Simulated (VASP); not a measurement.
# Ru (P6_3/mmc) in VASP: further runs

Runs on Ru. Level: PBE. Tasks: electric field gradients.

Program: VASP 6.6.1. These are calculated values, not measurements. Logs are shortened: lines on timing, memory, paths and dates and some standing lists are left out, and cuts for length are marked.

## 1. The cell of the first run

Symmetry: P6_3/mmc, No. 194, hexagonal system. The conventional cell has a = 2.706 Å, b = 2.706 Å, c = 4.282 Å, α = 90.00°, β = 90.00°, γ = 120.00°. Ru (site symmetry -6m2) has 12 Ru at 2.65 to 2.71 Å within 3.5 Å.

## 2. Electric field gradients, PBE

The input, INCAR:

```
SYSTEM = Ru
PREC = Accurate
ENCUT = 520
EDIFF = 1E-8
ISMEAR = 0
SIGMA = 0.05
LREAL = .False.
LASPH = .True.
NELM = 60
ALGO = Fast
ISIF = 2
LWAVE = .False.
LCHARG = .False.
GGA = PE
LEFG = .True.
NBANDS = 21
```

The input, KPOINTS:

```
Automatic mesh
0
Gamma
  18 18 10
  0 0 0
```

The input, POSCAR:

```
Ru
1.0
    2.7058000000      0.0000000000      0.0000000000
   -1.3529000000      2.3432915376      0.0000000000
    0.0000000000      0.0000000000      4.2819000000
Ru
2
Direct
    0.3333333333      0.6666666667      0.2500000000
    0.6666666667      0.3333333333      0.7500000000
```

Potentials or basis: VASP PAW PBE potentials, release 64 (Ru_pv).

Launch:

```sh
$ cat potpaw_PBE.64/Ru_pv/POTCAR > POTCAR
$ mpirun -np 1 vasp_std > vasp.out
```

OUTCAR:

```text
SYSTEM = Ru
   PREC = Accurate
   ENCUT = 520
   EDIFF = 1E-8
   ISMEAR = 0
   LREAL = .False.
   LASPH = .True.
   NELM = 60
   ISIF = 2
   GGA = PE

 ion  position               nearest neighbor table
   1  0.333  0.667  0.250-   2 2.65   2 2.65   2 2.65   2 2.65   2 2.65   2 2.65
   2  0.667  0.333  0.750-   1 2.65   1 2.65   1 2.65   1 2.65   1 2.65   1 2.65

  LATTYP: Found a hexagonal cell.
 ALAT       =     2.7058000000
 C/A-ratio  =     1.5824894671

  Lattice vectors:

 A1 = (   2.7058000000,   0.0000000000,   0.0000000000)
 A2 = (  -1.3529000000,   2.3432915376,   0.0000000000)
 A3 = (   0.0000000000,   0.0000000000,   4.2819000000)

Analysis of symmetry for initial positions (statically):
=====================================================================
 Subroutine PRICEL returns:
 Original cell was already a primitive cell.

 Routine SETGRP: Setting up the symmetry group for a
 hexagonal supercell.

 Subroutine GETGRP returns: Found 24 space group operations
 (whereof 12 operations were pure point group operations)
 out of a pool of 24 trial point group operations.

The static configuration has the point symmetry D_3d.
 The point group associated with its full space group is D_6h.

Analysis of symmetry for dynamics (positions and initial velocities):
=====================================================================
 Subroutine PRICEL returns:
 Original cell was already a primitive cell.

 Routine SETGRP: Setting up the symmetry group for a
 hexagonal supercell.

 Subroutine GETGRP returns: Found 24 space group operations
 (whereof 12 operations were pure point group operations)
 out of a pool of 24 trial point group operations.

The dynamic configuration has the point symmetry D_3d.
 The point group associated with its full space group is D_6h.

 Subroutine INISYM returns: Found 24 space group operations
 (whereof 12 operations are pure point group operations),
 and found     1 'primitive' translations

----------------------------------------------------------------------------------------

                                     Primitive cell

  volume of cell :      27.1493

  direct lattice vectors                    reciprocal lattice vectors
     2.705800000  0.000000000  0.000000000     0.369576465  0.213375072  0.000000000
    -1.352900000  2.343291538  0.000000000     0.000000000  0.426750144  0.000000000
     0.000000000  0.000000000  4.281900000     0.000000000  0.000000000  0.233541185

  length of vectors
     2.705800000  2.705800000  4.281900000     0.426750144  0.426750144  0.233541185

  position of ions in fractional coordinates (direct lattice)
     0.333333333  0.666666667  0.250000000
     0.666666667  0.333333333  0.750000000

  ion indices of the primitive-cell ions
   primitive index   ion index
                 1           1
                 2           2

----------------------------------------------------------------------------------------

 KPOINTS: Automatic mesh

Automatic generation of k-mesh.
 Grid dimensions read from file:
 generate k-points for:   18   18   10

 Generating k-lattice:

  Cartesian coordinates                     Fractional coordinates (reciprocal lattice)
     0.020532026  0.011854171  0.000000000     0.055555556  0.000000000  0.000000000
     0.000000000  0.023708341  0.000000000     0.000000000  0.055555556  0.000000000
     0.000000000  0.000000000  0.023354118     0.000000000  0.000000000  0.100000000

  Length of vectors
     0.023708341  0.023708341  0.023354118

  Shift w.r.t. Gamma in fractional coordinates (k-lattice)
     0.000000000  0.000000000  0.000000000

 Subroutine IBZKPT returns following result:
 ===========================================

 Found    222 irreducible k-points:

 Following reciprocal coordinates:
            Coordinates               Weight
  0.000000  0.000000  0.000000      1.000000
  0.055556 -0.000000  0.000000      6.000000
  0.111111 -0.000000  0.000000      6.000000
  0.166667  0.000000  0.000000      6.000000
  0.222222  0.000000  0.000000      6.000000
  0.277778  0.000000  0.000000      6.000000
[... 16 lines left out ...]
  0.333333  0.111111  0.000000     12.000000
  0.388889  0.111111  0.000000     12.000000
 [... further k-points ...]
   k-points           NKPTS =    222   k-points in BZ     NKDIM =    222   number of bands    NBANDS=     21
   number of dos      NEDOS =    301   number of ions     NIONS =      2
   total plane-waves  NPLWV =  12800
   dimension x,y,z NGX =    20 NGY =   20 NGZ =   32
   dimension x,y,z NGXF=    40 NGYF=   40 NGZF=   64
   ions per type =               2
   NGX,Y,Z   is equivalent  to a cutoff of  12.29, 12.29, 12.42 a.u.
   NGXF,Y,Z  is equivalent  to a cutoff of  24.58, 24.58, 24.85 a.u.
 SYSTEM =  Ru
   PREC   = accura    normal or accurate (medium, high low for compatibility)
   ISTART =      0    job   : 0-new  1-cont  2-samecut
   ICHARG =      2    charge: 1-file 2-atom 10-const
   ISPIN  =      1    spin polarized calculation?
   LNONCOLLINEAR =      F non collinear calculations
   LSORBIT =      F    spin-orbit coupling
   LASPH  =      T    aspherical Exc in radial PAW
   ENCUT  =  520.0 eV  38.22 Ry    6.18 a.u.   5.03  5.03  7.96*2*pi/ulx,y,z
   NELM   =     60;   NELMIN=  2; NELMDL= -5     # of ELM steps
   EDIFF  = 0.1E-07   stopping-criterion for ELM
   LREAL  =      F    real-space projection
   EDIFFG = 0.1E-06   stopping-criterion for IOM
   NSW    =      0    number of steps for IOM
   IBRION =     -1    ionic relax: 0-MD 1-quasi-New 2-CG
   NFREE  =      0    steps in history (QN), initial steepest desc. (CG)
   ISIF   =      2    stress and relaxation
   ISYM   =      2    0-nonsym 1-usesym 2-fastsym
   POTIM  = 0.5000    time-step for ionic-motion
   TEBEG  =    0.0;   TEEND  =   0.0 temperature during run
   PSTRESS=    0.0 pullay stress
   NELECT =      28.0000    total number of electrons
   NUPDOWN=      -1.0000    fix difference up-down
   EMIN   =  10.00;   EMAX   =-10.00  energy-range for DOS
   EFERMI =   0.00;   METHOD = LEGACY
   ISMEAR =     0;   SIGMA  =   0.05  broadening in eV -4-tet -1-fermi 0-gaus
   EFERMI_NEDOS =   21; number of points for ismear=-14 and -15
   IALGO  =     68    algorithm
   IMIX   =      4    mixing-type and parameters
     AMIX     =   0.40;   BMIX     =  1.00
     AMIX_MAG =   1.60;   BMIX_MAG =  1.00
  volume/ion in A,a.u.               =      13.57        91.61
  Fermi-wavevector in a.u.,A,eV,Ry     =   1.654022  3.125649 37.222674  2.735789
  Thomas-Fermi vector in A             =   2.742361
   LORBIT       =      0    0 simple, 1 ext, 2 COOP (PROOUT), +10 PAW based schemes
   GGA     = PE    functional components
   LHFCALC =     F    Hartree Fock is set to
   AEXX    =    0.0000 exact exchange contribution
   IVDW    =     0    specifies the selected vdW correction
   LEPSILON=     F    determine dielectric tensor
   LRPA    =     F    only Hartree local field effects (RPA)
 non-spin polarized calculation
 RMM-DIIS sequential band-by-band and
 Gauss-broadening in eV      SIGMA  =   0.05
  energy-cutoff  :      520.00
  volume of cell :       27.15
 maximum number of plane-waves:       752
 NGX is ok and might be reduce to    20
   NGX =  9   NGY =  9   NGZ = 15

 number of electron      28.0000009 magnetization

 Free energy of the ion-electron system (eV)
  ---------------------------------------------------
  ext. energy  EPLUGINS =         0.00000000
  ---------------------------------------------------
  free energy    TOTEN  =       -18.46285283 eV

  energy without entropy =      -18.46032659  energy(sigma->0) =      -18.46158971

 E-fermi :  12.8325     XC(G=0): -14.1205

 val. band max:       12.8280078658   @ k =   0.1667   0.0000   0.4000
 cond. band min:      12.8359595862   @ k =   0.1667   0.1111   0.3000
 fundamental gap:      0.0079517205
 Fermi energy:        12.8324529614

 k-point     1 :       0.0000    0.0000    0.0000
  band No.  band energies     occupation
      1     -30.8042      2.00000
      2     -29.8702      2.00000
      3     -29.8702      2.00000
      4     -29.7000      2.00000
      5     -29.7000      2.00000
      6     -29.6601      2.00000
[... 13 lines left out ...]
     20      23.2675      0.00000
     21      23.2968      0.00000

 k-point     2 :       0.0556   -0.0000    0.0000
  band No.  band energies     occupation
      1     -30.7936      2.00000
      2     -29.8927      2.00000
      3     -29.8778      2.00000
      4     -29.7236      2.00000
      5     -29.7030      2.00000
      6     -29.6650      2.00000
[... 520 lines left out ...]
 k-point    24 :       0.3889    0.1111    0.0000
  band No.  band energies     occupation
      1     -30.5707      2.00000
      2     -30.3877      2.00000
      3     -30.3241      2.00000
      4     -30.1381      2.00000
      5     -29.9499      2.00000
      6     -29.8732      2.00000
[... 13 lines left out ...]
     20      24.9006      0.00000
     21      24.9571      0.00000

 [... further k-points ...]
[... 5 lines left out ...]
  --------------------------------------------------------------------------------------
  -------------------------------------------------------------------------------------
  Total        0.7522518      0.7522518      0.7079769     -0.0000000      0.0000000     -0.0000000
  in kB       44.3930829     44.3930829     41.7802576     -0.0000000      0.0000000     -0.0000000
  external PRESSURE =      43.5221411 kB  Pullay stress =       0.0000000 kB

 VOLUME and BASIS-vectors are now :
 -----------------------------------------------------------------------------
  energy-cutoff  :      520.00
  volume of cell :       27.15
      direct lattice vectors                 reciprocal lattice vectors
     2.705800000  0.000000000  0.000000000     0.369576465  0.213375072  0.000000000
    -1.352900000  2.343291538  0.000000000     0.000000000  0.426750144  0.000000000
     0.000000000  0.000000000  4.281900000     0.000000000  0.000000000  0.233541185

 POSITION                                       TOTAL-FORCE (eV/Angst)
 -----------------------------------------------------------------------------------
     -0.00000      1.56219      1.07048        -0.000000      0.000000      0.000000
      1.35290      0.78110      3.21143         0.000000      0.000000      0.000000
 -----------------------------------------------------------------------------------
    total drift:                               -0.000000      0.000000     -0.000000

  FREE ENERGIE OF THE ION-ELECTRON SYSTEM (eV)
  ---------------------------------------------------
  free  energy   TOTEN  =       -18.4628528292 eV

  energy  without entropy=      -18.4603265881  energy(sigma->0) =      -18.46158971

 Electric field gradients (V/A^2)
---------------------------------------------------------------------
 ion       V_xx      V_yy      V_zz      V_xy      V_xz      V_yz
---------------------------------------------------------------------
   1       6.483     6.485   -12.968     0.002     0.000    -0.000
   2       6.483     6.485   -12.968     0.002    -0.000     0.000
---------------------------------------------------------------------

 Electric field gradients after diagonalization (V/A^2)
 (convention: |V_zz| > |V_xx| > |V_yy|)
----------------------------------------------------------------------
 ion       V_xx      V_yy      V_zz     asymmetry (V_yy - V_xx)/ V_zz
----------------------------------------------------------------------
   1       6.486     6.482   -12.968       0.000
   2       6.486     6.482   -12.968       0.000
----------------------------------------------------------------------

           NMR quadrupolar parameters

 Cq : quadrupolar parameter    Cq=e*Q*V_zz/h
 eta: asymmetry parameters     (V_yy - V_xx)/ V_zz
 Q  : nuclear electric quadrupole moment in mb (millibarn)
----------------------------------------------------------------------
 ion       Cq(MHz)       eta       Q (mb)
----------------------------------------------------------------------
   1      -0.031       0.000       1.000
   2      -0.031       0.000       1.000
----------------------------------------------------------------------
```

It took 48 s on 1 thread of Intel Xeon 6975P-C (Granite Rapids), shared host; peak memory 0.2 GiB.

Results:

| Quantity | Value |
| --- | --- |
| Free energy | -18.4629 eV |
| Pressure | 4.4 GPa |
| Band gap on the k mesh | zero (band 14 reaches 14.33 eV, above the bottom of band 15 at 11.20 eV) |

Stress tensor (GPa, compression positive):
```
4.44 0.00 0.00
0.00 4.44 0.00
0.00 0.00 4.18
```

Electric field gradients, principal values (V/Å²):
```
atom  least  middle  greatest (by size)
1 Ru  6.482   6.486             -12.968
2 Ru  6.482   6.486             -12.968
```

Caveat: without QUAD_EFG the Cq values of the log hold for a quadrupole moment of 1 mb, not for the nuclei.

## 3. Electric field gradients, PBE

This run uses another cell than the first one, of 13.76 Å³/atom, 1.014 times its volume.

The input, INCAR:

```
PREC = Accurate ; ENCUT = 520
EDIFF = 1E-8 ; ISMEAR = 0
SIGMA = 0.05 ; LREAL = F
LASPH = T ; NELM = 80
ALGO = Normal ; ISIF = 2
LWAVE = F ; LCHARG = F
GGA = PE ; LEFG = T
NBANDS = 21
```

The input, KPOINTS:

```
Automatic mesh
0
Gamma
  18 18 10
```

The input, POSCAR:

```
Ru
1.0
    2.7195378016      0.0000000000      0.0000000000
   -1.3597689008      2.3551888228      0.0000000000
    0.0000000000      0.0000000000      4.2978031883
Ru
2
Direct
    0.3333333333      0.6666666667      0.2500000000
    0.6666666667      0.3333333333      0.7500000000
```

Potentials or basis: VASP PAW PBE potentials, release 64 (Ru_pv).

Launch:

```sh
$ cat potpaw_PBE.64/Ru_pv/POTCAR > POTCAR
$ mpirun -np 1 vasp_std > vasp.out
```

OUTCAR:

```text
PREC = Accurate
   ENCUT = 520
   EDIFF = 1E-8
   ISMEAR = 0
   LREAL = F
   LASPH = T
   NELM = 80
   ISIF = 2
   GGA = PE

 ion  position               nearest neighbor table
   1  0.333  0.667  0.250-   2 2.66   2 2.66   2 2.66   2 2.66   2 2.66   2 2.66
   2  0.667  0.333  0.750-   1 2.66   1 2.66   1 2.66   1 2.66   1 2.66   1 2.66

  LATTYP: Found a hexagonal cell.
 ALAT       =     2.7195378016
 C/A-ratio  =     1.5803432428

  Lattice vectors:

 A1 = (   2.7195378016,   0.0000000000,   0.0000000000)
 A2 = (  -1.3597689008,   2.3551888228,   0.0000000000)
 A3 = (   0.0000000000,   0.0000000000,   4.2978031883)

Analysis of symmetry for initial positions (statically):
=====================================================================
 Subroutine PRICEL returns:
 Original cell was already a primitive cell.

 Routine SETGRP: Setting up the symmetry group for a
 hexagonal supercell.

 Subroutine GETGRP returns: Found 24 space group operations
 (whereof 12 operations were pure point group operations)
 out of a pool of 24 trial point group operations.

The static configuration has the point symmetry D_3d.
 The point group associated with its full space group is D_6h.

Analysis of symmetry for dynamics (positions and initial velocities):
=====================================================================
 Subroutine PRICEL returns:
 Original cell was already a primitive cell.

 Routine SETGRP: Setting up the symmetry group for a
 hexagonal supercell.

 Subroutine GETGRP returns: Found 24 space group operations
 (whereof 12 operations were pure point group operations)
[... 157 lines left out ...]

 k-point     1 :       0.0000    0.0000    0.0000
  band No.  band energies     occupation
      1     -31.0048      2.00000
      2     -30.1121      2.00000
      3     -30.1121      2.00000
      4     -29.9479      2.00000
      5     -29.9479      2.00000
      6     -29.9087      2.00000
[... 565 lines left out ...]
     20      23.0332      0.00000
     21      23.6408      0.00000

 [... further k-points ...]

------------------------ aborting loop because EDIFF is reached ----------------------------------------

  FORCE on cell =-STRESS in cart. coord.  units (eV):
  Direction    XX          YY          ZZ          XY          YZ          ZX
  --------------------------------------------------------------------------------------
  -------------------------------------------------------------------------------------
  Total       -0.0195103     -0.0195103     -0.0165372      0.0000000      0.0000000      0.0000000
  in kB       -1.1355512     -1.1355512     -0.9625073      0.0000000      0.0000000      0.0000000
  external PRESSURE =      -1.0778699 kB  Pullay stress =       0.0000000 kB

 VOLUME and BASIS-vectors are now :
 -----------------------------------------------------------------------------
  energy-cutoff  :      520.00
  volume of cell :       27.53
      direct lattice vectors                 reciprocal lattice vectors
     2.719537802  0.000000000  0.000000000     0.367709542  0.212297203  0.000000000
    -1.359768901  2.355188823  0.000000000     0.000000000  0.424594406  0.000000000
     0.000000000  0.000000000  4.297803188     0.000000000  0.000000000  0.232677011

 POSITION                                       TOTAL-FORCE (eV/Angst)
 -----------------------------------------------------------------------------------
     -0.00000      1.57013      1.07445        -0.000000      0.000000      0.000000
      1.35977      0.78506      3.22335         0.000000     -0.000000      0.000000
 -----------------------------------------------------------------------------------
    total drift:                               -0.000000      0.000000     -0.000000

  FREE ENERGIE OF THE ION-ELECTRON SYSTEM (eV)
  ---------------------------------------------------
  free  energy   TOTEN  =       -18.4680734215 eV

  energy  without entropy=      -18.4654316525  energy(sigma->0) =      -18.46675254

 Electric field gradients (V/A^2)
---------------------------------------------------------------------
 ion       V_xx      V_yy      V_zz      V_xy      V_xz      V_yz
---------------------------------------------------------------------
   1       6.415     6.417   -12.832     0.002     0.000    -0.000
   2       6.415     6.417   -12.832     0.002    -0.000     0.000
---------------------------------------------------------------------

 Electric field gradients after diagonalization (V/A^2)
 (convention: |V_zz| > |V_xx| > |V_yy|)
----------------------------------------------------------------------
 ion       V_xx      V_yy      V_zz     asymmetry (V_yy - V_xx)/ V_zz
----------------------------------------------------------------------
   1       6.419     6.414   -12.832       0.000
   2       6.419     6.414   -12.832       0.000
----------------------------------------------------------------------

           NMR quadrupolar parameters

 Cq : quadrupolar parameter    Cq=e*Q*V_zz/h
 eta: asymmetry parameters     (V_yy - V_xx)/ V_zz
 Q  : nuclear electric quadrupole moment in mb (millibarn)
----------------------------------------------------------------------
 ion       Cq(MHz)       eta       Q (mb)
----------------------------------------------------------------------
   1      -0.031       0.000       1.000
   2      -0.031       0.000       1.000
----------------------------------------------------------------------
```

stdout:

```text
POSCAR found type information on POSCAR Ru
 POSCAR found :  1 types and       2 ions
 scaLAPACK will be used
 LDA part: xc-table for (Slater+PW92), standard interpolation
 POSCAR, INCAR and KPOINTS ok, starting setup
 FFT: planning ... GRIDC
 FFT: planning ... GRID_SOFT
 FFT: planning ... GRID
 WAVECAR not read
 entering main loop
ion   1

ion   2
```

Run time: 34 s. Hardware: 1 thread of Intel Xeon 6975P-C (Granite Rapids), shared host; peak memory 0.21 GiB.

Results:

```yaml
Free_energy: -18.4681 eV
Pressure: -0.1 GPa
Band_gap_on_the_k_mesh: zero (band 14 reaches 14.05 eV, above the bottom of band 15 at 10.98 eV)
```

Levels at points of the mesh, in eV from the Fermi level:
```
           k point  band 10  band 11  band 12  band 13  band 14  band 15  band 16  band 17  band 18  band 19
(0.00, 0.00, 0.00)    -2.53    -2.35    -1.86    -1.86    -1.36    -1.36     1.17     1.17     1.30    10.17
(0.50, 0.00, 0.00)    -2.95    -2.02    -1.76    -1.47     1.40     1.81     1.89     4.00     6.04    10.45
(0.00, 0.00, 0.50)    -2.70    -2.70    -2.70    -2.65    -2.65     0.54     0.54     0.54     0.54    10.45
(0.50, 0.00, 0.50)    -4.42    -1.03    -1.03     0.45     0.45     1.65     1.65     3.35     3.35    10.38
```

Electric field gradients, principal values (V/Å²):
```
atom  least  middle  greatest (by size)
1 Ru  6.414   6.419             -12.832
2 Ru  6.414   6.419             -12.832
```

Caveat: without QUAD_EFG the Cq values of the log hold for a quadrupole moment of 1 mb, not for the nuclei.
